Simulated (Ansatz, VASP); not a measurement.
**One calculation of Y, two programs**

File INCAR:

```
SYSTEM = Y
ALGO     = Normal         ! electronic algorithm
EDIFF    = 1E-7           ! SCF threshold, eV
EDIFFG   = -0.04          ! ionic threshold
ENCUT    = 600            ! plane-wave cutoff, eV
GGA      = PE             ! functional
IBRION   = 2              ! ionic algorithm
ISIF     = 3              ! what is computed and relaxed
ISMEAR   = 0              ! smearing method
LASPH    = .TRUE.         ! aspherical terms in the spheres
LCHARG   = .FALSE.        ! write CHGCAR
LREAL    = .FALSE.        ! projectors in reciprocal space
LWAVE    = .FALSE.        ! write WAVECAR
NELM     = 60             ! most SCF steps
NSW      = 90             ! ionic steps
PREC     = Accurate       ! precision mode
SIGMA    = 0.1            ! smearing width, eV
```

KPOINTS

```
k-points
0
G
  4 4 2
  0 0 0
```

The input POSCAR:

```
Y
1.0
    3.6968036256     -2.2046392531      0.0000000000
    3.6968036256      2.2046392531      0.0000000000
   -2.0648463043      0.0000000000      9.5713875455
Y
4
Direct
    0.0504000000      0.0504000000      0.0996000000
    0.9496000000      0.9496000000      0.9004000000
    0.5050000000      0.5050000000      0.6000000000
    0.4950000000      0.4950000000      0.4000000000
```

Input for Ansatz:

```yaml
crystal:
  lattice:
    - [3.6968036256, -2.2046392531, 0.0]
    - [3.6968036256, 2.2046392531, 0.0]
    - [-2.0648463043, 0.0, 9.5713875455]
  atoms:
    - { symbol: "Y", position: [0.0504, 0.0504, 0.0996] }
    - { symbol: "Y", position: [0.9496, 0.9496, 0.9004] }
    - { symbol: "Y", position: [0.505, 0.505, 0.6] }
    - { symbol: "Y", position: [0.495, 0.495, 0.4] }
basis:
  ecutwfc: 420
kpoints:
  mp_grid: { grid: [4, 4, 2] }
hamiltonian:
  xc: pbe
scf:
  occupations: { method: gaussian, width: 0.1 }
  lower_state_search: "off"
output:
  forces: true
  stress: true
  eigenvalues: true
relax:
  adjacent_minimum: "off"
  f_tol: 0.04
  max_steps: 70
  cell: { stress_tol: 0.4 }
```

Alike in both runs: task relaxation of cell and atoms; functional PBE; k mesh 4 × 4 × 2; occupations gaussian, width 0.1 eV; no spin polarisation.

|  | VASP | Ansatz |
| --- | --- | --- |
| version | VASP 6.6.1 | Ansatz 0.2.0 |
| potentials or method | VASP PAW PBE potentials, release 64 (Y_sv), cutoff 600 eV | scalar-relativistic, plane waves, PAW |
| valence electrons in the cell | 44 | 44 |

|  | VASP | Ansatz | Ansatz less VASP |
| --- | --- | --- | --- |
| gap on the k mesh at the Fermi level, each at its own relaxed structure (eV) | none | none | - |
| relaxed volume (Å³/atom) | 33.40 | 32.88 | -0.521 |
| relaxed cell length with the largest relative difference (Å) | 12.676 | 11.827 | -0.8488 |

A gap of «none» marks a metal or a gap that the smearing closes. One of these differences is far larger than is usual between the two programs; its cause wasn't traced.

The k mesh is coarse, so the values compare programs but aren't converged.
